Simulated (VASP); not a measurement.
Wanted: the native input for a VASP 6.6.1 run.

```yaml
Task: single point
Functional: PBE
Potentials_or_basis: VASP PAW PBE potentials, release 64 (W_sv, C)
Cutoff: 520 eV
k_mesh: 2 × 2 × 2
Occupations: fermi-dirac, width 0.17 eV
Spin: no spin polarisation
Dipole_correction: no
Further_INCAR_settings: LREAL = Auto; ALGO = Normal; EDIFF = 1e-07; NBANDS = 86
```

The structure of WC lies in POSCAR:

```
WC
1.0
   -2.8477700000     -4.9324820000      0.0000000000
    4.2716550000     -2.4662410000      0.0000000000
    0.0000000000      0.0000000000      5.5945400000
W C
8 8
Direct
    0.7246088019      0.5353005353     -0.0139064159
    0.7233107337      0.5251647449      0.4788954945
    0.4960423255      0.0288212539     -0.0236838060
    0.4917726565      0.0234933341      0.4729611371
    0.2244607765      0.5405194627     -0.0274732150
    0.2371358422      0.5206432489      0.4676702642
   -0.0031538983      0.0357047615     -0.0280630758
   -0.0111930470      0.0184529829      0.4820950427
    0.4690216187      0.6989014083      0.2389830084
    0.4804800656      0.6957717129      0.7284066250
    0.2404227052      0.1997044628      0.2117421629
    0.2436279800      0.1896446348      0.7192012212
   -0.0157896787      0.7044657461      0.2167470427
   -0.0208059713      0.6747617443      0.7299438381
    0.7479347467      0.1868938699      0.2206794482
    0.7279923460      0.1926781922      0.7255288192
```

These files were run (other wordings do the same):

INCAR

```
ALGO     = Normal         # electronic algorithm
EDIFF    = 1E-7           # SCF threshold, eV
ENCUT    = 520            # plane-wave cutoff, eV
GGA      = PE             # functional
ISIF     = 2              # what is computed and relaxed
ISMEAR   = -1             # smearing method
LASPH    = True           # aspherical terms in the spheres
LCHARG   = False          # write CHGCAR
LREAL    = Auto         
LWAVE    = False          # write WAVECAR
NBANDS   = 86             # bands
NELM     = 80             # most SCF steps
PREC     = Accurate       # precision mode
SIGMA    = 0.17           # smearing width, eV
```

KPOINTS

```
k-points
0
Gamma
  2 2 2
```

Potentials or basis: VASP PAW PBE potentials, release 64 (W_sv, C).

Run with:

```console
$ cat potpaw_PBE.64/W_sv/POTCAR potpaw_PBE.64/C/POTCAR > POTCAR
$ mpirun -np 1 vasp_std > vasp.out
```

It gave:

```
Pressure               : 34.9 GPa
Largest force          : 2.749 eV/Å
Band gap on the k mesh : zero (bands 72 and 73 overlap by 0.18 eV)
```

Caveat: the k points lie up to 0.64 Å⁻¹ apart; the atoms stand as in a frame of molecular dynamics; spin-orbit coupling is left out, which moves the levels of the heavy elements; forces of over 1 eV/Å act on the atoms, so gaps and moduli don't describe the material at rest.

Wall time 4.5 min on 1 thread of Intel Xeon 8259CL (shared host), peak memory 0.29 GiB.
